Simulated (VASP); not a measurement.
Input of a VASP 6.6.1 run:

File INCAR:

```
PREC = Accurate ; ENCUT = 520
EDIFF = 1E-6 ; ISMEAR = 0
SIGMA = 0.1 ; LREAL = F
LASPH = T ; NELM = 100
ALGO = Normal ; ISIF = 2
LWAVE = F ; LCHARG = F
GGA = PE ; NBANDS = 28
```

KPOINTS

```
regular mesh
0
Gamma
  6 6 4
```

Contents of POSCAR:

```
Y2SiF2
1.0
    5.7785147981      0.0000000000      0.0000000000
    0.0000000000      5.7785147981      0.0000000000
    0.0000000000      0.0000000000      4.3208833388
Y Si F
2 1 2
Direct
    0.0000000000      0.5000000000      0.9559057318
    0.5000000000      0.0000000000      0.9559057318
    0.5000000000      0.5000000000     -0.0398077745
    0.0000000000      0.5000000000      0.4559386604
    0.5000000000      0.0000000000      0.4559386604
```

Potentials or basis: VASP PAW PBE potentials, release 64 (Y_sv, Si, F).

Launch:

```sh
$ cat potpaw_PBE.64/Y_sv/POTCAR potpaw_PBE.64/Si/POTCAR potpaw_PBE.64/F/POTCAR > POTCAR
$ mpirun -np 1 vasp_std > vasp.out
```

(1) What does it give for the pressure?

(2) Predict the largest force.

(3) Predict the band gap on the k mesh.

## Answers

(1) 0.0 GPa.

(2) 0.014 eV/Å.

(3) zero (band 20 reaches 1.81 eV, above the bottom of band 21 at 1.38 eV).

Caveat: the k points lie up to 0.36 Å⁻¹ apart.
